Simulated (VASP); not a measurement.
The system is Ga4Cu3Se7 (a cell with a defect).

```
Cu Ga Se
1.0
     5.56987   -0.00006   -0.00001
    -0.00006    5.56987   -0.00001
    -0.00002   -0.00002   11.07085
Cu Ga Se
3 4 7
Direct
  0.99191 0.98213 0.99650
  0.00345 0.50195 0.25260
  0.50428 0.99756 0.74683
  0.99568 0.99400 0.49870
  0.49368 0.99642 0.25171
  0.49893 0.49796 0.99749
  0.00537 0.49825 0.74941
  0.23469 0.25110 0.12329
  0.75661 0.74342 0.12762
  0.73816 0.25551 0.37153
  0.23833 0.74369 0.37804
  0.73708 0.24173 0.87931
  0.73988 0.74615 0.62325
  0.25677 0.75871 0.87580
```

Base run:

* Program: VASP 6.6.1
* Functional: PBEsol
* Potentials or basis: VASP PAW PBE potentials, release 64 (Cu, Ga_d, Se)
* Cutoff: 400 eV
* k mesh: 1 × 1 × 1, shifted
* Occupations: gaussian, width 0.05 eV
* Spin: collinear spin
* Starting moments: [0.0, 0.0, 0.167, 0.167, 0.0, 0.0, 0.167, 0.0, 0.0, 0.167, 0.167, 0.0, 0.167, 0.0] μB

Its results: pressure -1.0 GPa; net moment 1.00 μB per cell; site moments Cu +0.04, +0.05, +0.06; Ga +0.05, +0.01, +0.10 (each value once); Se +0.03, +0.01, +0.08, +0.05 (each value once) μB; largest force 1.105 eV/Å.

Task: The run is repeated on the same cell with these changes: occupations from gaussian, width 0.05 eV to fermi-dirac, width 0.05 eV. What comes out?

Result: Pressure -1.0 GPa; net moment 0.79 μB per cell; site moments Cu +0.03, +0.05 (each value once); Ga +0.04, +0.00, +0.01, +0.08; Se +0.02, +0.01, +0.03, +0.06, +0.04 (each value once) μB; largest force 1.091 eV/Å.

Caveats: the PAW data sets were made with another functional, which shifts forces and pressure a little; a moment this small can come from the mesh or the smearing (at least some runs).
